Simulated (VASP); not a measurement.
NbAs: single point with PBEsol

Crystal: NbAs.

```
CELL_PARAMETERS angstrom
-0.02872 2.87176 2.87176
2.84304 0.00000 2.84304
2.87176 2.87176 -0.02872
ATOMIC_POSITIONS crystal
Nb 0.00000 0.00000 0.00000
As 0.25000 0.25000 0.25000
```

- Program: VASP 6.6.1
- Task: single point
- Functional: PBEsol
- Potentials or basis: VASP PAW PBE potentials, release 64 (Nb_sv, As)
- Cutoff: 520 eV
- k mesh: 10 × 10 × 10
- Occupations: gaussian, width 0.05 eV
- Spin: no spin polarisation

* Pressure: 0.2 GPa
* Largest force: 0.348 eV/Å
* Band gap on the k mesh: zero (band 9 reaches 6.43 eV, above the bottom of band 10 at 5.90 eV)

Forces in eV/Å, atoms in the order of the input:
```
Nb   0.000 -0.348  0.000
As   0.000  0.348  0.000
```

Stress tensor (GPa, compression positive):
```
0.20 0.00 1.42
0.00 0.24 0.00
1.42 0.00 0.20
```

Levels at points of the mesh, in eV from the Fermi level:
```
           k point  band 5  band 6  band 7  band 8  band 9  band 10  band 11  band 12  band 13  band 14
(0.00, 0.00, 0.00)  -11.89   -3.58   -3.55   -3.51   -0.01    -0.01     2.30     5.67     5.70     5.74
(0.50, 0.00, 0.00)  -10.98   -4.32   -3.16   -3.11    0.35     0.39     0.66     3.37     3.48     4.47
(0.00, 0.50, 0.00)  -10.95   -4.26   -3.16   -3.11    0.37     0.41     0.64     3.27     3.37     4.40
(0.50, 0.50, 0.00)  -10.65   -4.86   -2.12   -2.11   -1.11     0.79     0.87     1.42     1.42     7.02
(0.50, 0.00, 0.50)  -10.65   -4.87   -2.13   -2.10   -1.11     0.79     0.87     1.33     1.51     7.00
```

Run time: 56 s on 1 thread of Intel(R) Xeon(R) 6975P-C (Granite Rapids), with other jobs on the host, peak memory 0.27 GiB.

Caveat: the PAW data sets were made with another functional, which shifts forces and pressure a little.
